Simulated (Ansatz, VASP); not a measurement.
P in VASP and in Ansatz

INCAR

```
ALGO = Normal
EDIFF = 1E-6
ENCUT = 500
GGA = PE
GGA_COMPAT = False
ISIF = 2
ISMEAR = -1
LASPH = True
LCHARG = False
LREAL = False
LWAVE = False
NBANDS = 12
NELM = 120
PREC = Accurate
SIGMA = 0.05
```

The input KPOINTS:

```
k-points
0
Gamma
  9 9 9
```

Contents of POSCAR:

```
P
1.0
    1.7257251800      0.9963478972      3.1296800133
   -1.7257251800      0.9963478972      3.1296800133
    0.0000000000     -1.9926957944      3.1296800133
P
2
Direct
    0.7729197500      0.7729197500      0.7729197500
    0.2270802500      0.2270802500      0.2270802500
```

Contents of input.yaml:

```yaml
crystal:
  lattice: { a: 3.45145036, b: 3.45145036, c: 9.38904004, alpha: 90.0, beta: 90.0, gamma: 120.0 }
  space_group: 166
  reduce_to_primitive: true
  atoms:
    - { symbol: P, wyckoff: "6c", position: [0.0, 0.0, 0.77291975] }
hamiltonian:
  xc: pbe
  pseudopotentials: { kind: nc, accuracy: standard, xc_functional: pbesol }
kpoints:
  mp_grid: { grid: [9, 9, 9] }
scf:
  occupations: { method: fermi_dirac, width: 0.05 }
output:
  forces: true
  stress: true
  eigenvalues: true
  write_density: true
  write_potential: true
  elf: true
  volumetric_format: npy
```

Alike in both runs: task single point; functional PBE; k mesh 9 × 9 × 9; occupations fermi-dirac, width 0.05 eV; no spin polarisation.

```csv
,VASP,Ansatz
version,VASP 6.6.1,Ansatz 0.2.0
potentials or method,"VASP PAW PBE potentials, release 64 (P)",PseudoDojo standard (PBEsol files)
plane-wave cutoff (eV),500,599
valence electrons in the cell,10,10
```

```tsv
	VASP	Ansatz	Ansatz less VASP
gap on the k mesh at the Fermi level (eV)	none	none	-
pressure (GPa)	1.5	1.1	-0.37
traceless stress, the component that is largest in VASP (GPa)	-0.82	-0.87	-0.042
rms of the force components (eV/Å)	0.111	0.107	-0.0042
```

Atom by atom the forces differ by 0.004 eV/Å (rms over components). A gap of «none» marks a metal or a gap that the smearing closes.
